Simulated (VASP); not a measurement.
# NiO (Fm-3m) in VASP: notebook, part 2 of 2

VASP 6.6.1.

## 4. Single point, BLYP+U, collinear spin, ferromagnetic start (volume scaled by 1.04)

File INCAR:

```
AGGAC    = 1.0          
AGGAX    = 1.0          
ALDAC    = 0.0          
ALDAX    = 1.0          
ALGO     = Normal         # electronic algorithm
EDIFF    = 1E-6           # SCF threshold, eV
ENCUT    = 600            # plane-wave cutoff, eV
GGA      = B5             # functional
GGA_COMPAT= False        
ISIF     = 2              # what is computed and relaxed
ISMEAR   = 0              # smearing method
ISPIN    = 2              # spin polarisation
LASPH    = True           # aspherical terms in the spheres
LCHARG   = False          # write CHGCAR
LDAU     = True           # DFT+U
LDAUJ    = 0 0          
LDAUL    = 2 -1           # shell
LDAUPRINT= 1            
LDAUTYPE = 2            
LDAUU    = 6.2 0          # U, eV
LMAXMIX  = 4              # l up to which the mixer works
LORBIT   = 11             # projections on sites
LREAL    = False          # projectors in reciprocal space
LWAVE    = False          # write WAVECAR
MAGMOM   = 1.92 0.21      # initial moments
NBANDS   = 19             # bands
NELM     = 200            # most SCF steps
PREC     = Accurate       # precision mode
SIGMA    = 0.05           # smearing width, eV
```

File KPOINTS:

```
k-points
0
Gamma
  10 10 10
```

File POSCAR:

```
NiO
1.0
    0.0000000000      2.1895787564      2.1895787564
    2.1895787564      0.0000000000      2.1895787564
    2.1895787564      2.1895787564      0.0000000000
Ni O
1 1
Direct
    0.0000000000      0.0000000000      0.0000000000
    0.5000000000      0.5000000000      0.5000000000
```

Potentials or basis: VASP PAW PBE potentials, release 64 (Ni, O).

Run with:

```bash
> cat potpaw_PBE.64/Ni/POTCAR potpaw_PBE.64/O/POTCAR > POTCAR
> mpirun -np 1 vasp_std > vasp.out
```

OUTCAR:

```text
EDIFF = 1E-6
   ENCUT = 600
   GGA = B5
   ISIF = 2
   ISMEAR = 0
   ISPIN = 2
   LASPH = True
   LORBIT = 11
   LREAL = False
   NELM = 200
   PREC = Accurate

 ion  position               nearest neighbor table
   1  0.000  0.000  0.000-   2 2.19   2 2.19   2 2.19   2 2.19   2 2.19   2 2.19
   2  0.500  0.500  0.500-   1 2.19   1 2.19   1 2.19   1 2.19   1 2.19   1 2.19

  LATTYP: Found a face centered cubic cell.
 ALAT       =     4.3791575128

  Lattice vectors:

 A1 = (   0.0000000000,   2.1895787564,   2.1895787564)
 A2 = (   2.1895787564,   0.0000000000,   2.1895787564)
 A3 = (   2.1895787564,   2.1895787564,   0.0000000000)
[... 1307 lines left out ...]

 VOLUME and BASIS-vectors are now :
 -----------------------------------------------------------------------------
  energy-cutoff  :      600.00
  volume of cell :       20.99
      direct lattice vectors                 reciprocal lattice vectors
     0.000000000  2.189578756  2.189578756    -0.228354426  0.228354426  0.228354426
     2.189578756  0.000000000  2.189578756     0.228354426 -0.228354426  0.228354426
     2.189578756  2.189578756  0.000000000     0.228354426  0.228354426 -0.228354426

 POSITION                                       TOTAL-FORCE (eV/Angst)
 -----------------------------------------------------------------------------------
      0.00000      0.00000      0.00000        -0.000000      0.000000     -0.000000
      2.18958      2.18958      2.18958         0.000000     -0.000000      0.000000
 -----------------------------------------------------------------------------------
    total drift:                                0.000000      0.000000      0.000000

  FREE ENERGIE OF THE ION-ELECTRON SYSTEM (eV)
  ---------------------------------------------------
  free  energy   TOTEN  =        -9.2647449005 eV

  energy  without entropy=       -9.2647449005  energy(sigma->0) =       -9.26474490

 total charge

# of ion       s       p       d       tot
------------------------------------------
    1        0.308   0.325   8.145   8.778
    2        1.539   3.430   0.000   4.969
--------------------------------------------------
tot          1.847   3.755   8.145  13.747

 magnetization (x)

# of ion       s       p       d       tot
------------------------------------------
    1        0.009   0.009   1.797   1.815
    2        0.015   0.153   0.000   0.169
--------------------------------------------------
tot          0.024   0.163   1.797   1.984
```

OSZICAR:

```text
N       E                     dE             d eps       ncg     rms          rms(c)
DAV:   1     0.107541962817E+03    0.10754E+03   -0.78557E+03  3695   0.114E+03
DAV:   2    -0.112192435823E+01   -0.10866E+03   -0.93956E+02  3711   0.259E+02
DAV:   3    -0.897754008205E+01   -0.78556E+01   -0.76160E+01  4054   0.697E+01
DAV:   4    -0.906136700606E+01   -0.83827E-01   -0.83697E-01  3939   0.715E+00
DAV:   5    -0.906239792160E+01   -0.10309E-02   -0.10308E-02  3979   0.778E-01    0.134E+01
DAV:   6    -0.894679470836E+01    0.11560E+00   -0.17715E+01  4088   0.697E+01    0.173E+01
DAV:   7    -0.882170076457E+01    0.12509E+00   -0.18188E+00  3988   0.278E+01    0.755E+00
DAV:   8    -0.910735566831E+01   -0.28565E+00   -0.23728E-01  4205   0.603E+00    0.463E+00
DAV:   9    -0.925315082860E+01   -0.14580E+00   -0.90152E-02  4255   0.998E+00    0.727E-01
DAV:  10    -0.926469203843E+01   -0.11541E-01   -0.45106E-02  4222   0.242E+00    0.522E-01
DAV:  11    -0.926415740983E+01    0.53463E-03   -0.43600E-03  4020   0.151E+00    0.166E-01
DAV:  12    -0.926458626589E+01   -0.42886E-03   -0.62973E-04  3841   0.482E-01    0.785E-02
DAV:  13    -0.926473655703E+01   -0.15029E-03   -0.18441E-04  4467   0.245E-01    0.270E-02
DAV:  14    -0.926474501441E+01   -0.84574E-05   -0.48349E-05  4006   0.607E-02    0.966E-03
DAV:  15    -0.926474490052E+01    0.11388E-06   -0.15620E-06  3438   0.117E-02
   1 F= -.92647449E+01 E0= -.92647449E+01  d E =-.168131E-21  mag=     2.0000
```

Wall time 69 s (1 thread of AMD EPYC 9R45 (Zen 5), shared host); peak memory 0.16 GiB.

Results:

```
Free energy                                           : -9.2647 eV
Pressure                                              : -12.2 GPa
Band gap on the k mesh                                : 2.16 eV, indirect (least direct gap 2.78 eV)
Net moment                                            : 2.00 μB per cell
Site moments                                          : Ni +1.81; O +0.17 μB
Valence electrons inside the program's atomic spheres : Ni 8.78; O 4.97
```

Eigenvalues of the final occupation matrices:
| site | spin | trace | eigenvalues |
| --- | --- | --- | --- |
| site 1 d | 1 | 4.98 | 0.98 0.98 0.98 1.02 1.02 |
| site 1 d | 2 | 3.18 | 0.12 0.12 0.98 0.98 0.98 |

Caveat: the PAW data sets were made with another functional, which shifts forces and pressure a little; a cell with one magnetic atom can't hold antiferromagnetic order, which such compounds often take.

## 5. Summary

```tsv
cell	gap on the mesh (eV)	pressure (GPa)	moment (μB)
a = 3.071 Å, angles 60.0°, 2 atoms	2.30	-9.2	2.00
a = 3.077 Å, angles 60.0°, 2 atoms	2.27	-9.9	2.00
a = 3.097 Å, angles 60.0°, 2 atoms	2.16	-12.2	2.00
```

Alike in all rows: task single point; level BLYP+U; potentials or basis VASP PAW PBE potentials, release 64 (Ni, O); spin collinear, ferromagnetic start; Ni d U = 6.2 eV; k mesh 10 × 10 × 10; cutoff (eV) 600; smearing gaussian 0.05 eV.

Caveats: the PAW data sets were made with another functional, which shifts forces and pressure a little; a cell with one magnetic atom can't hold antiferromagnetic order, which such compounds often take.

Absolute energies hang on the potentials; compare differences alone.
